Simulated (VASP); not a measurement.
# Ge2Sb2O (P6/mmm) in VASP: a series of runs

Ge2Sb2O is run at these levels: PBE; tasks: relaxation of cell and atoms, single point.

Program: VASP 6.6.1. These are calculated values, not measurements. Logs are shortened: lines on timing, memory, paths and dates and some standing lists are left out, and cuts for length are marked.

## 1. The cell of the first run

It takes space group P6/mmm (No. 191, hexagonal). The conventional cell has a = 5.273 Å, b = 5.273 Å, c = 4.832 Å, α = 90.00°, β = 90.00°, γ = 120.00°. Within 3.2 Å of Ge (site symmetry -6m2) lie 2 Sb at 2.42 Å and 3 O at 3.04 Å and 3 Ge at 3.04 Å. Sb (site symmetry -6m2) has 2 Ge at 2.42 Å and 3 Sb at 3.04 Å within 3.2 Å. O (site symmetry 6/mmm) has 6 Ge at 3.04 Å and 12 Sb at 3.89 Å within 4.0 Å.

The cell was built from a structure type or drawn by symmetry, and may not be a known phase.

## 2. Relaxation of cell and atoms, PBE

INCAR reads:

```
SYSTEM = Ge2Sb2O
PREC = Accurate ; ENCUT = 600
EDIFF = 1E-7 ; ISMEAR = 0
SIGMA = 0.1 ; LREAL = .False.
LASPH = .True. ; NELM = 120
ALGO = Normal ; ISIF = 3
LWAVE = .False. ; LCHARG = .False.
GGA = PE ; IBRION = 2
NSW = 90 ; EDIFFG = -0.04
GGA_COMPAT = .False. ; NELMIN = 4
```

KPOINTS reads:

```
Automatic mesh
0
Gamma
  6 6 4
  0 0 0
```

POSCAR reads:

```
Ge2Sb2O
1.0
    5.2727484900      0.0000000000      0.0000000000
   -2.6363742400      4.5663341400      0.0000000000
    0.0000000000      0.0000000000      4.8321716700
Ge Sb O
2 2 1
Direct
    0.3333333300      0.6666666700      0.0000000000
    0.6666666700      0.3333333300      0.0000000000
    0.3333333300      0.6666666700      0.5000000000
    0.6666666700      0.3333333300      0.5000000000
    0.0000000000      0.0000000000      0.0000000000
```

Potentials or basis: VASP PAW PBE potentials, release 64 (Ge_d, Sb, O).

On the command line:

```console
$ cat potpaw_PBE.64/Ge_d/POTCAR potpaw_PBE.64/Sb/POTCAR potpaw_PBE.64/O/POTCAR > POTCAR
$ mpirun -np 1 vasp_std > vasp.out
```

OUTCAR:

```text
SYSTEM = Ge2Sb2O
   PREC = Accurate
   ENCUT = 600
   EDIFF = 1E-7
   ISMEAR = 0
   LREAL = .False.
   LASPH = .True.
   NELM = 120
   ISIF = 3
   GGA = PE
   IBRION = 2
   NSW = 90
   EDIFFG = -0.04
   NELMIN = 4

 ion  position               nearest neighbor table
   1  0.333  0.667  0.000-   3 2.42   3 2.42
   2  0.667  0.333  0.000-   4 2.42   4 2.42
   3  0.333  0.667  0.500-   1 2.42   1 2.42   4 3.04   4 3.04   4 3.04
   4  0.667  0.333  0.500-   2 2.42   2 2.42   3 3.04   3 3.04   3 3.04
   5  0.000  0.000  0.000-

  LATTYP: Found a hexagonal cell.
 ALAT       =     5.2727484900
 C/A-ratio  =     0.9164426635

  Lattice vectors:

 A1 = (   5.2727484900,   0.0000000000,   0.0000000000)
 A2 = (  -2.6363742400,   4.5663341400,   0.0000000000)
 A3 = (   0.0000000000,   0.0000000000,   4.8321716700)

Analysis of symmetry for initial positions (statically):
=====================================================================
 Subroutine PRICEL returns:
 Original cell was already a primitive cell.

 Routine SETGRP: Setting up the symmetry group for a
 hexagonal supercell.

 Subroutine GETGRP returns: Found 24 space group operations
 (whereof 24 operations were pure point group operations)
 out of a pool of 24 trial point group operations.

The static configuration has the point symmetry D_6h.

Analysis of symmetry for dynamics (positions and initial velocities):
=====================================================================
 Subroutine PRICEL returns:
 Original cell was already a primitive cell.

 Routine SETGRP: Setting up the symmetry group for a
 hexagonal supercell.

 Subroutine GETGRP returns: Found 24 space group operations
 (whereof 24 operations were pure point group operations)
 out of a pool of 24 trial point group operations.

The dynamic configuration has the point symmetry D_6h.

 Subroutine INISYM returns: Found 24 space group operations
 (whereof 24 operations are pure point group operations),
 and found     1 'primitive' translations

----------------------------------------------------------------------------------------

                                     Primitive cell

  volume of cell :     116.3448

  direct lattice vectors                    reciprocal lattice vectors
     5.272748490  0.000000000  0.000000000     0.189654409  0.109497024  0.000000000
    -2.636374240  4.566334140  0.000000000     0.000000000  0.218994048  0.000000000
     0.000000000  0.000000000  4.832171670     0.000000000  0.000000000  0.206946290

  length of vectors
     5.272748490  5.272748487  4.832171670     0.218994048  0.218994048  0.206946290

  position of ions in fractional coordinates (direct lattice)
     0.333333330  0.666666670  0.000000000
     0.666666670  0.333333330  0.000000000
     0.333333330  0.666666670  0.500000000
     0.666666670  0.333333330  0.500000000
     0.000000000  0.000000000  0.000000000

  ion indices of the primitive-cell ions
   primitive index   ion index
                 1           1
                 2           2
                 3           3
                 4           4
                 5           5

----------------------------------------------------------------------------------------

 KPOINTS: Automatic mesh

Automatic generation of k-mesh.
 Grid dimensions read from file:
 generate k-points for:    6    6    4

 Generating k-lattice:

  Cartesian coordinates                     Fractional coordinates (reciprocal lattice)
     0.031609068  0.018249504  0.000000000     0.166666667  0.000000000  0.000000000
     0.000000000  0.036499008  0.000000000     0.000000000  0.166666667  0.000000000
     0.000000000  0.000000000  0.051736573     0.000000000  0.000000000  0.250000000

  Length of vectors
     0.036499008  0.036499008  0.051736573

  Shift w.r.t. Gamma in fractional coordinates (k-lattice)
     0.000000000  0.000000000  0.000000000

 Subroutine IBZKPT returns following result:
 ===========================================

 Found     21 irreducible k-points:

 Following reciprocal coordinates:
            Coordinates               Weight
  0.000000  0.000000  0.000000      1.000000
  0.166667  0.000000  0.000000      6.000000
  0.333333  0.000000  0.000000      6.000000
  0.500000  0.000000  0.000000      3.000000
  0.166667  0.166667  0.000000      6.000000
  0.333333  0.166667  0.000000     12.000000
[... 13 lines left out ...]
  0.333333  0.166667  0.500000     12.000000
  0.333333  0.333333  0.500000      2.000000
   k-points           NKPTS =     21   k-points in BZ     NKDIM =     21   number of bands    NBANDS=     26
   number of dos      NEDOS =    301   number of ions     NIONS =      5
   total plane-waves  NPLWV =  70560
   dimension x,y,z NGX =    42 NGY =   42 NGZ =   40
   dimension x,y,z NGXF=    84 NGYF=   84 NGZF=   80
   ions per type =               2   2   1
   NGX,Y,Z   is equivalent  to a cutoff of  13.24, 13.24, 13.76 a.u.
   NGXF,Y,Z  is equivalent  to a cutoff of  26.48, 26.48, 27.52 a.u.
 SYSTEM =  Ge2Sb2O
   PREC   = accura    normal or accurate (medium, high low for compatibility)
   ISTART =      0    job   : 0-new  1-cont  2-samecut
   ICHARG =      2    charge: 1-file 2-atom 10-const
   ISPIN  =      1    spin polarized calculation?
   LNONCOLLINEAR =      F non collinear calculations
   LSORBIT =      F    spin-orbit coupling
   LASPH  =      T    aspherical Exc in radial PAW
   ENCUT  =  600.0 eV  44.10 Ry    6.64 a.u.  10.53 10.53  9.65*2*pi/ulx,y,z
   NELM   =    120;   NELMIN=  4; NELMDL= -5     # of ELM steps
   EDIFF  = 0.1E-06   stopping-criterion for ELM
   LREAL  =      F    real-space projection
   EDIFFG = -.4E-01   stopping-criterion for IOM
   NSW    =     90    number of steps for IOM
   IBRION =      2    ionic relax: 0-MD 1-quasi-New 2-CG
   NFREE  =      1    steps in history (QN), initial steepest desc. (CG)
   ISIF   =      3    stress and relaxation
   ISYM   =      2    0-nonsym 1-usesym 2-fastsym
   POTIM  = 0.5000    time-step for ionic-motion
   TEBEG  =    0.0;   TEEND  =   0.0 temperature during run
   PSTRESS=    0.0 pullay stress
   NELECT =      44.0000    total number of electrons
   NUPDOWN=      -1.0000    fix difference up-down
   EMIN   =  10.00;   EMAX   =-10.00  energy-range for DOS
   EFERMI =   0.00;   METHOD = LEGACY
   ISMEAR =     0;   SIGMA  =   0.10  broadening in eV -4-tet -1-fermi 0-gaus
   EFERMI_NEDOS =   21; number of points for ismear=-14 and -15
   IALGO  =     38    algorithm
   IMIX   =      4    mixing-type and parameters
     AMIX     =   0.40;   BMIX     =  1.00
     AMIX_MAG =   1.60;   BMIX_MAG =  1.00
  volume/ion in A,a.u.               =      23.27       157.03
  Fermi-wavevector in a.u.,A,eV,Ry     =   1.183886  2.237221 19.069748  1.401587
  Thomas-Fermi vector in A             =   2.320112
   LORBIT       =      0    0 simple, 1 ext, 2 COOP (PROOUT), +10 PAW based schemes
   GGA     = PE    functional components
   LHFCALC =     F    Hartree Fock is set to
   AEXX    =    0.0000 exact exchange contribution
   IVDW    =     0    specifies the selected vdW correction
   LEPSILON=     F    determine dielectric tensor
   LRPA    =     F    only Hartree local field effects (RPA)
 conjugate gradient relaxation of ions
 non-spin polarized calculation
 Gauss-broadening in eV      SIGMA  =   0.10
  energy-cutoff  :      600.00
  volume of cell :      116.34
 maximum number of plane-waves:      3898
   NGX = 21   NGY = 21   NGZ = 19

--------------------------------------- Ionic step        1  -------------------------------------------

 number of electron      44.0000024 magnetization

 Free energy of the ion-electron system (eV)
  ---------------------------------------------------
  ext. energy  EPLUGINS =         0.00000000
  ---------------------------------------------------
  free energy    TOTEN  =       -17.60672027 eV

  energy without entropy =      -17.58369070  energy(sigma->0) =      -17.59520549

------------------------ aborting loop because EDIFF is reached ----------------------------------------

  FORCE on cell =-STRESS in cart. coord.  units (eV):
  Direction    XX          YY          ZZ          XY          YZ          ZX
  --------------------------------------------------------------------------------------
  -------------------------------------------------------------------------------------
  Total       -7.3554716     -7.3554716     32.3195148     -0.0000000      0.0000000     -0.0000000
  in kB     -101.2917346   -101.2917346    445.0699941     -0.0000001      0.0000000     -0.0000000
  external PRESSURE =      80.8288417 kB  Pullay stress =       0.0000000 kB
[... 141 lines left out ...]
  energy  without entropy=      -20.3767607542  energy(sigma->0) =      -20.38570014

--------------------------------------- Ionic step        5  -------------------------------------------

 number of electron      44.0000007 magnetization

 E-fermi :   4.3969     XC(G=0):  -9.3216

 val. band max:        4.3419786860   @ k =   0.1667   0.0000   0.2500
 cond. band min:       4.4343291574   @ k =   0.1667   0.1667   0.5000
 fundamental gap:      0.0923504714
 Fermi energy:         4.3968670979

 k-point     1 :       0.0000    0.0000    0.0000
  band No.  band energies     occupation
      1     -20.3765      2.00000
      2     -20.3758      2.00000
      3     -20.3758      2.00000
      4     -20.3600      2.00000
      5     -20.3600      2.00000
      6     -20.3385      2.00000
[... 712 lines left out ...]
  energy  without entropy=      -20.5485351477  energy(sigma->0) =      -20.55718897

--------------------------------------- Ionic step        8  -------------------------------------------

 number of electron      43.9999973 magnetization

 Free energy of the ion-electron system (eV)
  ---------------------------------------------------
  ext. energy  EPLUGINS =         0.00000000
  ---------------------------------------------------
  free energy    TOTEN  =       -20.57344613 eV

  energy without entropy =      -20.55870806  energy(sigma->0) =      -20.56607709

 E-fermi :   5.3413     XC(G=0):  -9.7286

 val. band max:        5.2888733606   @ k =   0.1667   0.0000   0.2500
 cond. band min:       5.3492652817   @ k =   0.1667   0.1667   0.5000
 fundamental gap:      0.0603919211
 Fermi energy:         5.3412647403

 k-point     1 :       0.0000    0.0000    0.0000
  band No.  band energies     occupation
      1     -19.4168      2.00000
      2     -19.4012      2.00000
      3     -19.4012      2.00000
      4     -19.3906      2.00000
      5     -19.3906      2.00000
      6     -19.3532      2.00000
[... 630 lines left out ...]
  FREE ENERGIE OF THE ION-ELECTRON SYSTEM (eV)
  ---------------------------------------------------
  free  energy   TOTEN  =       -20.5734461258 eV

  energy  without entropy=      -20.5587080599  energy(sigma->0) =      -20.56607709

 reached required accuracy - stopping structural energy minimisation
```

Run time: 11 min. Hardware: 1 thread of Intel Xeon 8259CL, shared host; peak memory 0.32 GiB.

Results:

* Free energy: -20.5734 eV
* Relaxed volume: 23.34 Å³/atom
* Relaxed cell: a = 4.838 Å, b = 4.838 Å, c = 5.755 Å, α = 90.00°, β = 90.00°, γ = 120.00°
* Space group after relaxing (to 0.1 Å): P6/mmm (No. 191)
* Energy gained by relaxing: 593.3 meV/atom
* Ionic steps: 8
* Pressure after relaxing: 0.0 GPa
* Band gap on the k mesh: zero (bands 22 and 23 overlap by 1.83 eV)

Stress tensor (GPa, compression positive):
```
 0.02  0.00  0.00
 0.00  0.02  0.00
 0.00  0.00 -0.15
```

Step by step:
```
step  energy change (eV)  largest force (eV/Å)  pressure (GPa)  volume (Å³)
   1              0.0000                0.0000            8.08       116.34
   2             -2.5787                0.0000           -4.28       131.73
   3             -2.7741                0.0000           -4.16       127.14
   4             -2.7879                0.0000           -4.43       128.01
   5             -2.7867                0.0000           -4.36       127.74
   6             -2.9566                0.0000            0.10       116.70
   7             -2.9591                0.0000           -0.44       117.76
   8             -2.9667                0.0000           -0.04       116.68
```

Final structure:
```xyz
5
Lattice="4.8384 0.0000 0.0000 -2.4192 4.1902 0.0000 0.0000 0.0000 5.7554" Properties=species:S:1:pos:R:3 pbc="T T T"
Ge    0.0000    2.7935    0.0000
Ge    2.4192    1.3967    5.7554
Sb    0.0000    2.7935    2.8777
Sb    2.4192    1.3967    2.8777
O     0.0000    0.0000    5.7554
```

Levels at points of the mesh, in eV from the Fermi level:
```tsv
k point	band 18	band 19	band 20	band 21	band 22	band 23	band 24	band 25	band 26
(0.00, 0.00, 0.00)	-2.81	-2.50	-2.50	-0.98	-0.82	-0.52	-0.52	1.29	1.29
(0.50, 0.00, 0.00)	-3.09	-2.79	-1.83	-1.10	-0.92	0.90	1.88	3.45	4.12
(0.00, 0.00, 0.50)	-2.43	-2.43	-1.70	-1.42	-1.42	-1.24	0.36	1.16	1.16
(0.50, 0.00, 0.50)	-2.11	-1.32	-0.75	0.28	0.55	0.57	0.59	1.43	2.31
```

Caveat: a cell axis changed by over 15 % at a fixed basis, so the end point is rough; spin-orbit coupling is left out, which moves the levels of the heavy elements.

## 3. Single point, PBE

This run uses another cell than the first one, of the same volume but with other edges.

INCAR reads:

```
SYSTEM = Ge2Sb2O
PREC = Accurate ; ENCUT = 600
EDIFF = 1E-6 ; ISMEAR = 0
SIGMA = 0.1 ; LREAL = .FALSE.
LASPH = .TRUE. ; NELM = 120
ALGO = Normal ; ISIF = 2
LWAVE = .FALSE. ; LCHARG = .FALSE.
GGA = PE ; NBANDS = 30
GGA_COMPAT = .FALSE.
```

KPOINTS reads:

```
Automatic mesh
0
G
  12 12 8
  0 0 0
```

POSCAR reads:

```
Ge2Sb2O
1.0
    4.8249566071      0.0000000000      0.0000000000
   -2.4124783035      4.1785349939      0.0000000000
    0.0000000000      0.0000000000      5.7682159807
Ge Sb O
2 2 1
Direct
    0.3333333333      0.6666666667      0.0000000000
    0.6666666667      0.3333333333      0.0000000000
    0.3333333333      0.6666666667      0.5000000000
    0.6666666667      0.3333333333      0.5000000000
    0.0000000000      0.0000000000      0.0000000000
```

Potentials or basis: VASP PAW PBE potentials, release 64 (Ge_d, Sb, O).

On the command line:

```console
$ cat potpaw_PBE.64/Ge_d/POTCAR potpaw_PBE.64/Sb/POTCAR potpaw_PBE.64/O/POTCAR > POTCAR
$ mpirun -np 1 vasp_std > vasp.out
```

Wall time 7.9 min (1 thread of Intel Xeon 8259CL, shared host); peak memory 0.53 GiB.

It converged, with:

```yaml
Free_energy: -20.6594 eV
Pressure: 0.0 GPa
Band_gap_on_the_k_mesh: zero (bands 22 and 23 overlap by 1.89 eV)
```

Levels at points of the mesh, in eV from the Fermi level:
| k point | band 18 | band 19 | band 20 | band 21 | band 22 | band 23 | band 24 | band 25 | band 26 | band 27 |
| --- | --- | --- | --- | --- | --- | --- | --- | --- | --- | --- |
| (0.00, 0.00, 0.00) | -2.79 | -2.48 | -2.48 | -0.93 | -0.78 | -0.53 | -0.53 | 1.28 | 1.28 | 5.26 |
| (0.50, 0.00, 0.00) | -3.08 | -2.82 | -1.83 | -1.07 | -0.88 | 0.94 | 1.91 | 3.50 | 4.16 | 4.49 |
| (0.00, 0.00, 0.50) | -2.41 | -2.41 | -1.71 | -1.39 | -1.39 | -1.31 | 0.37 | 1.14 | 1.14 | 3.83 |
| (0.50, 0.00, 0.50) | -2.11 | -1.31 | -0.74 | 0.26 | 0.53 | 0.61 | 0.64 | 1.40 | 2.30 | 4.27 |

Caveat: spin-orbit coupling is left out, which moves the levels of the heavy elements.
